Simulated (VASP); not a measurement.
# Zr (Im-3m) in VASP: further runs

Runs on Zr. Level: PBE. Tasks: electric field gradients, single point.

Program: VASP 6.6.1. These are calculated values, not measurements. Logs are shortened: lines on timing, memory, paths and dates and some standing lists are left out, and cuts for length are marked.

### Step 1. The cell of the first run

Symmetry: Im-3m, No. 229, cubic system. Conventional cell: a = 3.590 Å, b = 3.590 Å, c = 3.590 Å, α = 90.00°, β = 90.00°, γ = 90.00°. Within 4.1 Å of Zr (site symmetry m-3m) lie 14 Zr at 3.11 to 3.59 Å.

This isn't the form of Zr at room conditions, which is hcp.

### Step 2. Electric field gradients, PBE (23.13 Å³/atom)

Input file INCAR:

```
SYSTEM = Zr
PREC = Accurate
ENCUT = 520
EDIFF = 1E-8
ISMEAR = -1
SIGMA = 0.03
LREAL = .FALSE.
LASPH = .TRUE.
NELM = 60
ALGO = Normal
ISIF = 2
LWAVE = .FALSE.
LCHARG = .FALSE.
GGA = PE
LEFG = .TRUE.
NBANDS = 12
```

Input file KPOINTS:

```
Automatic mesh
0
G
  16 16 16
  0 0 0
```

Input file POSCAR:

```
Zr
1.0
   -1.7947891968      1.7947891968      1.7947891968
    1.7947891968     -1.7947891968      1.7947891968
    1.7947891968      1.7947891968     -1.7947891968
Zr
1
Direct
    0.0000000000      0.0000000000      0.0000000000
```

Potentials or basis: VASP PAW PBE potentials, release 64 (Zr_sv).

Started as:

```sh
> cat potpaw_PBE.64/Zr_sv/POTCAR > POTCAR
> mpirun -np 1 vasp_std > vasp.out
```

OUTCAR:

```text
SYSTEM = Zr
   PREC = Accurate
   ENCUT = 520
   EDIFF = 1E-8
   ISMEAR = -1
   LREAL = .FALSE.
   LASPH = .TRUE.
   NELM = 60
   ISIF = 2
   GGA = PE

 ion  position               nearest neighbor table
   1  0.000  0.000  0.000-

  LATTYP: Found a body centered cubic cell.
 ALAT       =     3.5895783936

  Lattice vectors:

 A1 = (  -1.7947891968,   1.7947891968,   1.7947891968)
 A2 = (   1.7947891968,  -1.7947891968,   1.7947891968)
 A3 = (   1.7947891968,   1.7947891968,  -1.7947891968)

Analysis of symmetry for initial positions (statically):
=====================================================================
 Subroutine PRICEL returns:
 Original cell was already a primitive cell.

 Routine SETGRP: Setting up the symmetry group for a
 body centered cubic supercell.

 Subroutine GETGRP returns: Found 48 space group operations
 (whereof 48 operations were pure point group operations)
 out of a pool of 48 trial point group operations.

The static configuration has the point symmetry O_h .

Analysis of symmetry for dynamics (positions and initial velocities):
=====================================================================
 Subroutine PRICEL returns:
 Original cell was already a primitive cell.

 Routine SETGRP: Setting up the symmetry group for a
 body centered cubic supercell.

 Subroutine GETGRP returns: Found 48 space group operations
 (whereof 48 operations were pure point group operations)
 out of a pool of 48 trial point group operations.

The dynamic configuration has the point symmetry O_h .

 Subroutine INISYM returns: Found 48 space group operations
 (whereof 48 operations are pure point group operations),
 and found     1 'primitive' translations

----------------------------------------------------------------------------------------

                                     Primitive cell

  volume of cell :      23.1260

  direct lattice vectors                    reciprocal lattice vectors
    -1.794789197  1.794789197  1.794789197     0.000000000  0.278584249  0.278584249
     1.794789197 -1.794789197  1.794789197     0.278584249  0.000000000  0.278584249
     1.794789197  1.794789197 -1.794789197     0.278584249  0.278584249  0.000000000

  length of vectors
     3.108666078  3.108666078  3.108666078     0.393977623  0.393977623  0.393977623

  position of ions in fractional coordinates (direct lattice)
     0.000000000  0.000000000  0.000000000

  ion indices of the primitive-cell ions
   primitive index   ion index
                 1           1

----------------------------------------------------------------------------------------

 KPOINTS: Automatic mesh

Automatic generation of k-mesh.
 Grid dimensions read from file:
 generate k-points for:   16   16   16

 Generating k-lattice:

  Cartesian coordinates                     Fractional coordinates (reciprocal lattice)
     0.000000000  0.017411516  0.017411516     0.062500000  0.000000000  0.000000000
     0.017411516  0.000000000  0.017411516     0.000000000  0.062500000  0.000000000
     0.017411516  0.017411516  0.000000000     0.000000000  0.000000000  0.062500000

  Length of vectors
     0.024623601  0.024623601  0.024623601

  Shift w.r.t. Gamma in fractional coordinates (k-lattice)
     0.000000000  0.000000000  0.000000000

 Subroutine IBZKPT returns following result:
 ===========================================

 Found    145 irreducible k-points:

 Following reciprocal coordinates:
            Coordinates               Weight
  0.000000  0.000000  0.000000      1.000000
  0.062500  0.000000  0.000000     12.000000
  0.125000  0.000000  0.000000     12.000000
  0.187500  0.000000  0.000000     12.000000
  0.250000  0.000000  0.000000     12.000000
  0.312500  0.000000  0.000000     12.000000
[... 16 lines left out ...]
  0.187500  0.187500  0.000000     24.000000
  0.250000  0.187500  0.000000     48.000000
 [... further k-points ...]
   k-points           NKPTS =    145   k-points in BZ     NKDIM =    145   number of bands    NBANDS=     12
   number of dos      NEDOS =    301   number of ions     NIONS =      1
   total plane-waves  NPLWV =  13824
   dimension x,y,z NGX =    24 NGY =   24 NGZ =   24
   dimension x,y,z NGXF=    48 NGYF=   48 NGZF=   48
   ions per type =               1
   NGX,Y,Z   is equivalent  to a cutoff of  12.83, 12.83, 12.83 a.u.
   NGXF,Y,Z  is equivalent  to a cutoff of  25.67, 25.67, 25.67 a.u.
 SYSTEM =  Zr
   PREC   = accura    normal or accurate (medium, high low for compatibility)
   ISTART =      0    job   : 0-new  1-cont  2-samecut
   ICHARG =      2    charge: 1-file 2-atom 10-const
   ISPIN  =      1    spin polarized calculation?
   LNONCOLLINEAR =      F non collinear calculations
   LSORBIT =      F    spin-orbit coupling
   LASPH  =      T    aspherical Exc in radial PAW
   ENCUT  =  520.0 eV  38.22 Ry    6.18 a.u.   5.78  5.78  5.78*2*pi/ulx,y,z
   NELM   =     60;   NELMIN=  2; NELMDL= -5     # of ELM steps
   EDIFF  = 0.1E-07   stopping-criterion for ELM
   LREAL  =      F    real-space projection
   EDIFFG = 0.1E-06   stopping-criterion for IOM
   NSW    =      0    number of steps for IOM
   IBRION =     -1    ionic relax: 0-MD 1-quasi-New 2-CG
   NFREE  =      0    steps in history (QN), initial steepest desc. (CG)
   ISIF   =      2    stress and relaxation
   ISYM   =      2    0-nonsym 1-usesym 2-fastsym
   POTIM  = 0.5000    time-step for ionic-motion
   TEBEG  =    0.0;   TEEND  =   0.0 temperature during run
   PSTRESS=    0.0 pullay stress
   NELECT =      12.0000    total number of electrons
   NUPDOWN=      -1.0000    fix difference up-down
   EMIN   =  10.00;   EMAX   =-10.00  energy-range for DOS
   EFERMI =   0.00;   METHOD = LEGACY
   ISMEAR =    -1;   SIGMA  =   0.03  broadening in eV -4-tet -1-fermi 0-gaus
   EFERMI_NEDOS =   21; number of points for ismear=-14 and -15
   IALGO  =     38    algorithm
   IMIX   =      4    mixing-type and parameters
     AMIX     =   0.40;   BMIX     =  1.00
     AMIX_MAG =   1.60;   BMIX_MAG =  1.00
  volume/ion in A,a.u.               =      23.13       156.06
  Fermi-wavevector in a.u.,A,eV,Ry     =   1.315533  2.485997 23.546617  1.730628
  Thomas-Fermi vector in A             =   2.445709
   LORBIT       =      0    0 simple, 1 ext, 2 COOP (PROOUT), +10 PAW based schemes
   GGA     = PE    functional components
   LHFCALC =     F    Hartree Fock is set to
   AEXX    =    0.0000 exact exchange contribution
   IVDW    =     0    specifies the selected vdW correction
   LEPSILON=     F    determine dielectric tensor
   LRPA    =     F    only Hartree local field effects (RPA)
 non-spin polarized calculation
  energy-cutoff  :      520.00
  volume of cell :       23.13
 maximum number of plane-waves:       642
   NGX = 11   NGY = 11   NGZ = 11

 number of electron      12.0000000 magnetization

 Free energy of the ion-electron system (eV)
  ---------------------------------------------------
  ext. energy  EPLUGINS =         0.00000000
  ---------------------------------------------------
  free energy    TOTEN  =        -8.43739243 eV

  energy without entropy =       -8.43124721  energy(sigma->0) =       -8.43431982

 E-fermi :   8.7855     XC(G=0): -11.1070

 val. band max:        8.7700111947   @ k =  -0.3750  -0.4375   0.0625
 cond. band min:       8.8005312457   @ k =   0.3125   0.2500   0.0625
 fundamental gap:      0.0305200510
 Fermi energy:         8.7855151521

 k-point     1 :       0.0000    0.0000    0.0000
  band No.  band energies     occupation
      1     -39.6952      2.00000
      2     -17.1992      2.00000
      3     -17.1992      2.00000
      4     -17.1992      2.00000
      5       3.4060      2.00000
      6       9.9120      0.00000
      7       9.9120      0.00000
      8       9.9120      0.00000
      9      12.3998      0.00000
     10      12.3998      0.00000
     11      21.1957      0.00000
     12      21.1957      0.00000

 k-point     2 :       0.0625    0.0000    0.0000
  band No.  band energies     occupation
      1     -39.6894      2.00000
      2     -17.2394      2.00000
      3     -17.2114      2.00000
      4     -17.1994      2.00000
      5       3.5403      2.00000
      6       9.8218      0.00000
      7       9.8830      0.00000
      8      10.0417      0.00000
      9      12.2581      0.00000
     10      12.3985      0.00000
     11      21.3142      0.00000
     12      21.4381      0.00000

 k-point     3 :       0.1250    0.0000    0.0000
  band No.  band energies     occupation
      1     -39.6728      2.00000
      2     -17.3527      2.00000
      3     -17.2462      2.00000
      4     -17.2003      2.00000
      5       3.9252      2.00000
      6       9.5787      0.00000
      7       9.7570      0.00000
      8      10.4253      0.00000
      9      11.9903      0.00000
     10      12.4045      0.00000
     11      21.5858      0.00000
     12      22.1349      0.00000
[... 286 lines left out ...]
 k-point    23 :       0.1875    0.1875    0.0000
  band No.  band energies     occupation
      1     -39.5815      2.00000
      2     -17.8733      2.00000
      3     -17.4348      2.00000
      4     -17.2708      2.00000
      5       6.0972      2.00000
      6       8.4920      1.99989
      7       8.8115      0.59195
      8      11.6993      0.00000
      9      12.9831      0.00000
     10      13.3692      0.00000
     11      20.8429      0.00000
     12      22.2348      0.00000

 k-point    24 :       0.2500    0.1875    0.0000
  band No.  band energies     occupation
      1     -39.5579      2.00000
      2     -17.9717      2.00000
      3     -17.5168      2.00000
      4     -17.2838      2.00000
      5       6.5780      2.00000
      6       8.2775      2.00000
      7       8.8110      0.59948
      8      11.8930      0.00000
      9      13.0662      0.00000
     10      14.4518      0.00000
     11      19.9104      0.00000
     12      21.5108      0.00000

 [... further k-points ...]

------------------------ aborting loop because EDIFF is reached ----------------------------------------

  FORCE on cell =-STRESS in cart. coord.  units (eV):
  Direction    XX          YY          ZZ          XY          YZ          ZX
  --------------------------------------------------------------------------------------
  -------------------------------------------------------------------------------------
  Total       -0.1560734     -0.1560734     -0.1560734      0.0000000      0.0000000     -0.0000000
  in kB      -10.8128250    -10.8128250    -10.8128250      0.0000000      0.0000000     -0.0000000
  external PRESSURE =     -10.8128250 kB  Pullay stress =       0.0000000 kB

 VOLUME and BASIS-vectors are now :
 -----------------------------------------------------------------------------
  energy-cutoff  :      520.00
  volume of cell :       23.13
      direct lattice vectors                 reciprocal lattice vectors
    -1.794789197  1.794789197  1.794789197     0.000000000  0.278584249  0.278584249
     1.794789197 -1.794789197  1.794789197     0.278584249  0.000000000  0.278584249
     1.794789197  1.794789197 -1.794789197     0.278584249  0.278584249  0.000000000

 POSITION                                       TOTAL-FORCE (eV/Angst)
 -----------------------------------------------------------------------------------
      0.00000      0.00000      0.00000         0.000000      0.000000      0.000000
 -----------------------------------------------------------------------------------
    total drift:                                0.000000      0.000000      0.000000

  FREE ENERGIE OF THE ION-ELECTRON SYSTEM (eV)
  ---------------------------------------------------
  free  energy   TOTEN  =        -8.4373924311 eV

  energy  without entropy=       -8.4312472111  energy(sigma->0) =       -8.43431982

 Electric field gradients (V/A^2)
---------------------------------------------------------------------
 ion       V_xx      V_yy      V_zz      V_xy      V_xz      V_yz
---------------------------------------------------------------------
   1       0.000     0.000    -0.000    -0.000    -0.000    -0.000
---------------------------------------------------------------------

 Electric field gradients after diagonalization (V/A^2)
 (convention: |V_zz| > |V_xx| > |V_yy|)
----------------------------------------------------------------------
 ion       V_xx      V_yy      V_zz     asymmetry (V_yy - V_xx)/ V_zz
----------------------------------------------------------------------
   1       0.000     0.000    -0.000       0.000
----------------------------------------------------------------------

           NMR quadrupolar parameters

 Cq : quadrupolar parameter    Cq=e*Q*V_zz/h
 eta: asymmetry parameters     (V_yy - V_xx)/ V_zz
 Q  : nuclear electric quadrupole moment in mb (millibarn)
----------------------------------------------------------------------
 ion       Cq(MHz)       eta       Q (mb)
----------------------------------------------------------------------
   1      -0.000       0.000       1.000
----------------------------------------------------------------------
```

Run time: 18 s. Hardware: 1 thread of Intel Xeon Platinum 8375C at 2.90GHz (Ice Lake), shared host; peak memory 0.16 GiB.

Results:

| Quantity | Value |
| --- | --- |
| Free energy | -8.4374 eV |
| Pressure | -1.1 GPa |
| Band gap on the k mesh | zero (bands 6 and 7 overlap by 1.86 eV) |
| Largest electric field gradient by atom | zero within the noise of the run |

Levels at points of the mesh, in eV from the Fermi level:
| k point | band 4 | band 5 | band 6 | band 7 | band 8 | band 9 |
| --- | --- | --- | --- | --- | --- | --- |
| (0.00, 0.00, 0.00) | -25.98 | -5.38 | 1.13 | 1.13 | 1.13 | 3.61 |
| (0.50, 0.00, 0.00) | -25.99 | -2.80 | -0.67 | 1.62 | 3.61 | 4.28 |
| (0.50, 0.50, 0.50) | -26.66 | -2.56 | -2.56 | 5.67 | 5.67 | 5.67 |

(Continued in part 2 of 3.)
